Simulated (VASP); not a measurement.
Wanted: the native input for a VASP 6.6.1 run.

```
Task                   : relaxation of cell and atoms
Functional             : LDA
Potentials or basis    : VASP PAW LDA potentials, release 64 (Co, O)
Cutoff                 : 600 eV
k mesh                 : 10 × 10 × 10
Occupations            : fermi-dirac, width 0.05 eV
Spin                   : collinear spin, ferromagnetic start
Starting moments       : [2.0, 0.0] μB
Dipole correction      : no
Further INCAR settings : ALGO = Normal; EDIFF = 1e-06; IBRION = 2; EDIFFG = -0.01; NSW = 60; ISIF = 3
```

The structure of CoO lies in POSCAR:

```
CoO
1.0
    0.0000000000      2.3436418400      2.3436418400
    2.3436418400      0.0000000000      2.3436418400
    2.3436418400      2.3436418400      0.0000000000
Co O
1 1
Direct
    0.0000000000      0.0000000000      0.0000000000
    0.2500000000      0.2500000000      0.2500000000
```

The input as run:

INCAR

```
SYSTEM = CoO
PREC     = Accurate       ! precision mode
ENCUT    = 600            ! plane-wave cutoff, eV
EDIFF    = 1E-6           ! SCF threshold, eV
ISMEAR   = -1             ! smearing method
SIGMA    = 0.05           ! smearing width, eV
LREAL    = .False.        ! projectors in reciprocal space
LASPH    = .True.         ! aspherical terms in the spheres
NELM     = 150            ! most SCF steps
ALGO     = Normal         ! electronic algorithm
ISIF     = 3              ! what is computed and relaxed
LWAVE    = .False.        ! write WAVECAR
LCHARG   = .False.        ! write CHGCAR
ISPIN    = 2              ! spin polarisation
MAGMOM   = 2 0            ! initial moments
LORBIT   = 11             ! projections on sites
LMAXMIX  = 4              ! l up to which the mixer works
IBRION   = 2              ! ionic algorithm
NSW      = 60             ! ionic steps
EDIFFG   = -0.01          ! ionic threshold
```

KPOINTS

```
regular mesh
0
Gamma
  10 10 10
  0 0 0
```

Potentials or basis: VASP PAW LDA potentials, release 64 (Co, O).

The run is started by

```sh
$ cat potpaw_LDA.64/Co/POTCAR potpaw_LDA.64/O/POTCAR > POTCAR
$ mpirun -np 1 vasp_std > vasp.out
```

It gave:

The relaxed volume is 9.83 Å³/atom. The relaxed cell is a = 3.030 Å, b = 3.030 Å, c = 3.030 Å, α = 60.00°, β = 60.00°, γ = 60.00°, the space group after relaxing (to 0.1 Å) is F-43m (No. 216) and the energy gained by relaxing is 318.3 meV/atom. The ionic steps are 6 and the pressure after relaxing is -0.1 GPa. The net moment is 1.57 μB per cell and the site moments are Co +1.38; O +0.15 μB. The valence electrons inside the program's atomic spheres are Co 8.39; O 5.00.

Caveat: the volume moved by over 15 % at a fixed basis, so the end points are rough; a cell with one magnetic atom can't hold antiferromagnetic order, which such compounds often take.

Wall time 2.1 min on 1 thread of AMD EPYC 7R13 Processor (Zen 3), with other jobs on the host, peak memory 0.15 GiB.
